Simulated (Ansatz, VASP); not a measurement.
## One calculation of C, two programs

```
C
1.0
     2.45617    0.00000    0.00000
    -1.22809    2.12711    0.00000
     0.00000    0.00000    8.52380
C
2
Cartesian
  0.0000 1.4181 0.0000
  1.2281 0.7090 0.0000
```

Alike in both runs: task relaxation of cell and atoms; functional PBEsol; dispersion D3(BJ); k mesh 15 × 15 × 4; no spin polarisation.

```csv
,VASP,Ansatz
version,VASP 6.6.1,Ansatz 0.2.0
potentials or method,"VASP PAW PBE potentials, release 64 (C), cutoff 600 eV","plane waves, PAW"
occupations,"fermi-dirac, width 0.1 eV",fermi-dirac
valence electrons in the cell,8,8
```

```csv
,VASP,Ansatz,Ansatz less VASP
relaxed volume (Å³/atom),9.22,9.23,+0.007
relaxed cell length with the largest relative difference (Å),3.524,3.529,+0.0051
```

VASP's potentials were made for PBE, not for PBEsol.

Noted on VASP's run: the volume moved by over 15 % at a fixed basis, so the end points are rough.
